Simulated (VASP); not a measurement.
# InAs (F-43m) in VASP: vibrations by perturbation theory with PBE

Aim: the vibrations by perturbation theory of InAs with PBE.

All numbers are computed with VASP 6.6.1; they aren't measurements. Logs are shortened: lines on timing, memory, paths and dates and some standing lists are left out, and cuts for length are marked.

## (1) The cell of the first run

The structure is cubic, space group F-43m (No. 216). The conventional cell has a = 5.915 Å, b = 5.915 Å, c = 5.915 Å, α = 90.00°, β = 90.00°, γ = 90.00°. In (site symmetry -43m) has 4 As at 2.56 Å within 3.4 Å. Within 3.4 Å of As (site symmetry -43m) lie 4 In at 2.56 Å.

## (2) Vibrations by perturbation theory, PBE

Input file INCAR:

```
ALGO = Normal
EDIFF = 1E-8
ENCUT = 520
GGA = PE
IBRION = 8
ISIF = 2
ISMEAR = -1
LASPH = True
LCHARG = False
LREAL = False
LWAVE = False
NELM = 60
NSW = 1
PREC = Accurate
SIGMA = 0.15
```

Input file KPOINTS:

```
k-points
0
Gamma
  12 12 12
```

Input file POSCAR:

```
InAs
1.0
    0.0000000000      2.9576438735      2.9576438735
    2.9576438735      0.0000000000      2.9576438735
    2.9576438735      2.9576438735      0.0000000000
In As
1 1
Direct
    0.0000000000      0.0000000000      0.0000000000
    0.7500000000      0.7500000000      0.7500000000
```

Potentials or basis: VASP PAW PBE potentials, release 64 (In_d, As).

Started as:

```
$ cat potpaw_PBE.64/In_d/POTCAR potpaw_PBE.64/As/POTCAR > POTCAR
$ mpirun -np 1 vasp_std > vasp.out
```

OUTCAR:

```text
EDIFF = 1E-8
   ENCUT = 520
   GGA = PE
   IBRION = 8
   ISIF = 2
   ISMEAR = -1
   LASPH = True
   LREAL = False
   NELM = 60
   NSW = 1
   PREC = Accurate

 ion  position               nearest neighbor table
   1  0.000  0.000  0.000-   2 2.56   2 2.56   2 2.56   2 2.56
   2  0.750  0.750  0.750-   1 2.56   1 2.56   1 2.56   1 2.56

  LATTYP: Found a face centered cubic cell.
 ALAT       =     5.9152877470

  Lattice vectors:

 A1 = (   0.0000000000,   2.9576438735,   2.9576438735)
 A2 = (   2.9576438735,   0.0000000000,   2.9576438735)
 A3 = (   2.9576438735,   2.9576438735,   0.0000000000)

Analysis of symmetry for initial positions (statically):
=====================================================================
 Subroutine PRICEL returns:
 Original cell was already a primitive cell.

 Routine SETGRP: Setting up the symmetry group for a
 face centered cubic supercell.

 Subroutine GETGRP returns: Found 24 space group operations
 (whereof 24 operations were pure point group operations)
 out of a pool of 48 trial point group operations.

The static configuration has the point symmetry T_d .

Analysis of symmetry for dynamics (positions and initial velocities):
=====================================================================
 Subroutine PRICEL returns:
 Original cell was already a primitive cell.

 Routine SETGRP: Setting up the symmetry group for a
 face centered cubic supercell.

 Subroutine GETGRP returns: Found 24 space group operations
 (whereof 24 operations were pure point group operations)
 out of a pool of 48 trial point group operations.

The dynamic configuration has the point symmetry T_d .

 Subroutine INISYM returns: Found 24 space group operations
 (whereof 24 operations are pure point group operations),
 and found     1 'primitive' translations

----------------------------------------------------------------------------------------

                                     Primitive cell

  volume of cell :      51.7449

  direct lattice vectors                    reciprocal lattice vectors
     0.000000000  2.957643873  2.957643873    -0.169053484  0.169053484  0.169053484
     2.957643873  0.000000000  2.957643873     0.169053484 -0.169053484  0.169053484
     2.957643873  2.957643873  0.000000000     0.169053484  0.169053484 -0.169053484

  length of vectors
     4.182740079  4.182740079  4.182740079     0.292809223  0.292809223  0.292809223

  position of ions in fractional coordinates (direct lattice)
     0.000000000  0.000000000  0.000000000
     0.750000000  0.750000000  0.750000000

  ion indices of the primitive-cell ions
   primitive index   ion index
                 1           1
                 2           2

----------------------------------------------------------------------------------------

 KPOINTS: k-points

Automatic generation of k-mesh.
 Grid dimensions read from file:
 generate k-points for:   12   12   12

 Generating k-lattice:

  Cartesian coordinates                     Fractional coordinates (reciprocal lattice)
    -0.014087790  0.014087790  0.014087790     0.083333333  0.000000000  0.000000000
     0.014087790 -0.014087790  0.014087790     0.000000000  0.083333333  0.000000000
     0.014087790  0.014087790 -0.014087790     0.000000000  0.000000000  0.083333333

  Length of vectors
     0.024400769  0.024400769  0.024400769

  Shift w.r.t. Gamma in fractional coordinates (k-lattice)
     0.000000000  0.000000000  0.000000000

 Subroutine IBZKPT returns following result:
 ===========================================
[... 76 lines left out ...]
   IVDW    =     0    specifies the selected vdW correction
   LEPSILON=     F    determine dielectric tensor
   LRPA    =     F    only Hartree local field effects (RPA)
 non-spin polarized calculation
  energy-cutoff  :      520.00
  volume of cell :       51.74
 maximum number of plane-waves:      1411
   NGX = 15   NGY = 15   NGZ = 15

--------------------------------------- Ionic step        1  -------------------------------------------

 number of electron      18.0000008 magnetization

 Free energy of the ion-electron system (eV)
  ---------------------------------------------------
  ext. energy  EPLUGINS =         0.00000000
  ---------------------------------------------------
  free energy    TOTEN  =        -7.53236794 eV

  energy without entropy =       -7.53061651  energy(sigma->0) =       -7.53149223

 E-fermi :   5.6545     XC(G=0):  -9.3866

 val. band max:        5.3501650291   @ k =   0.0000   0.0000   0.0000
 cond. band min:       6.2444779737   @ k =   0.0833   0.0000   0.0000
 fundamental gap:      0.8943129446
 Fermi energy:         5.6545182105

 k-point     1 :       0.0000    0.0000    0.0000
  band No.  band energies     occupation
      1      -9.3406      2.00000
      2      -9.3406      2.00000
      3      -9.3406      2.00000
      4      -9.1844      2.00000
      5      -9.1844      2.00000
      6      -7.1079      2.00000
      7       5.2045      1.90514
      8       5.2045      1.90514
      9       5.2045      1.90514
     10       5.3502      1.76762
     11       9.1349      0.00000
     12       9.1349      0.00000
     13       9.1349      0.00000
[... 354 lines left out ...]
  band No.  band energies     occupation
      1      -9.5110      2.00000
      2      -9.2931      2.00000
      3      -9.2855      2.00000
      4      -9.1840      2.00000
      5      -9.1769      2.00000
      6      -5.2516      2.00000
      7      -0.7473      2.00000
      8       2.6070      2.00000
      9       3.8067      1.99999
     10       7.5752      0.00001
     11       9.5795      0.00000
     12      10.6988      0.00000
     13      12.4524      0.00000

 [... further k-points ...]
[... 5 lines left out ...]
  --------------------------------------------------------------------------------------
  -------------------------------------------------------------------------------------
  Total        2.9333501      2.9333501      2.9333501      0.0000000      0.0000000     -0.0000000
  in kB       90.8253006     90.8253006     90.8253006      0.0000000      0.0000000     -0.0000000
  external PRESSURE =      90.8253006 kB  Pullay stress =       0.0000000 kB

 VOLUME and BASIS-vectors are now :
 -----------------------------------------------------------------------------
  energy-cutoff  :      520.00
  volume of cell :       51.74
      direct lattice vectors                 reciprocal lattice vectors
     0.000000000  2.957643873  2.957643873    -0.169053484  0.169053484  0.169053484
     2.957643873  0.000000000  2.957643873     0.169053484 -0.169053484  0.169053484
     2.957643873  2.957643873  0.000000000     0.169053484  0.169053484 -0.169053484

 POSITION                                       TOTAL-FORCE (eV/Angst)
 -----------------------------------------------------------------------------------
      0.00000      0.00000      0.00000         0.000000      0.000000     -0.000000
      4.43647      4.43647      4.43647        -0.000000     -0.000000      0.000000
 -----------------------------------------------------------------------------------
    total drift:                                0.000000      0.000000     -0.000000

  FREE ENERGIE OF THE ION-ELECTRON SYSTEM (eV)
  ---------------------------------------------------
  free  energy   TOTEN  =        -7.5323679397 eV

  energy  without entropy=       -7.5306165103  energy(sigma->0) =       -7.53149223

[... ionic steps 2 to 3 ...]

--------------------------------------- Ionic step        4  -------------------------------------------

------------------------ aborting loop because EDIFF is reached ----------------------------------------

[... ionic steps 5 to 6 ...]

--------------------------------------- Ionic step        7  -------------------------------------------

 Free energy of the ion-electron system (eV)
  ---------------------------------------------------
  ---------------------------------------------------
  free energy    TOTEN  =        -0.04558444 eV

  energy without entropy =       -0.04558444

------------------------ aborting loop because EDIFF is reached ----------------------------------------

 INTERNAL STRAIN TENSOR  FOR ION    2  DIRECTION 1   (eV/Angst):
 -----------------------------------------------------------------------------
    -0.00357  0.00000  0.00000
     0.00000  0.00272 11.53950
     0.00000 11.53950  0.00272

 INTERNAL STRAIN TENSOR FOR ION    2 for displacements in x,y,z  (eV/Angst):
          X           Y           Z          XY          YZ          ZX
  --------------------------------------------------------------------------------
  x    -0.00000     0.00000     0.00000     0.00000    11.53950     0.00000
  y    -0.00000    -0.00000    -0.00000     0.00000     0.00000    11.53950
  z     0.00000     0.00000    -0.00000    11.53950     0.00000     0.00000

 SECOND DERIVATIVES (NOT SYMMETRIZED)
 ------------------------------------
               1X          1Y          1Z          2X          2Y          2Z
  1X    -9.458928    0.000000    0.000000    9.458928    0.000000    0.000000
  1Y     0.000000   -9.458928    0.000000    0.000000    9.458928    0.000000
  1Z     0.000000    0.000000   -9.458928    0.000000    0.000000    9.458928
  2X     9.436455    0.000000    0.000000   -9.436455    0.000000    0.000000
  2Y     0.000000    9.436455    0.000000    0.000000   -9.436455    0.000000
  2Z     0.000000    0.000000    9.436455    0.000000    0.000000   -9.436455

 Eigenvectors and eigenvalues of the dynamical matrix
 ----------------------------------------------------

   1 f  =    7.135553 THz    44.834000 2PiTHz  238.016419 cm-1    29.510262 meV
             X         Y         Z           dx          dy          dz
      0.000000  0.000000  0.000000     0.000000    0.000000   -0.628833
      4.436466  4.436466  4.436466     0.000000    0.000000    0.777540
[... 21 lines left out ...]
   6 f/i=    0.004149 THz     0.026071 2PiTHz    0.138409 cm-1     0.017161 meV
             X         Y         Z           dx          dy          dz
      0.000000  0.000000  0.000000     0.000000    0.000000    0.777540
      4.436466  4.436466  4.436466     0.000000    0.000000    0.628833

--------------------------------------------------------------------------------------------------------

 ELASTIC MODULI CONTR FROM IONIC RELAXATION (kBar)
 Direction    XX          YY          ZZ          XY          YZ          ZX
 --------------------------------------------------------------------------------
 XX          -0.0000     -0.0000      0.0000     -0.0000      0.0000      0.0000
 YY          -0.0000     -0.0000     -0.0000     -0.0000     -0.0000      0.0000
 ZZ           0.0000     -0.0000     -0.0000      0.0000     -0.0000      0.0000
 XY          -0.0000     -0.0000      0.0000   -431.5387     -0.0000     -0.0000
 YZ           0.0000     -0.0000     -0.0000     -0.0000   -431.5387     -0.0000
 ZX           0.0000      0.0000      0.0000     -0.0000     -0.0000   -431.5387
 --------------------------------------------------------------------------------
```

It took 14 min on 1 thread of Intel Xeon 8259CL, shared host; peak memory 0.54 GiB.

Results:

```
Highest phonon frequency at Γ, LO-TO splitting left out : 238 cm⁻¹
```

Phonon frequencies in cm⁻¹ (negative: imaginary):
```tsv
q point	frequencies
(0.000, 0.000, 0.000)	0 0 0 238 238 238
```

Caveat: the cell stands under pressure or tension, which shifts response properties; spin-orbit coupling is left out, which moves the levels of the heavy elements.
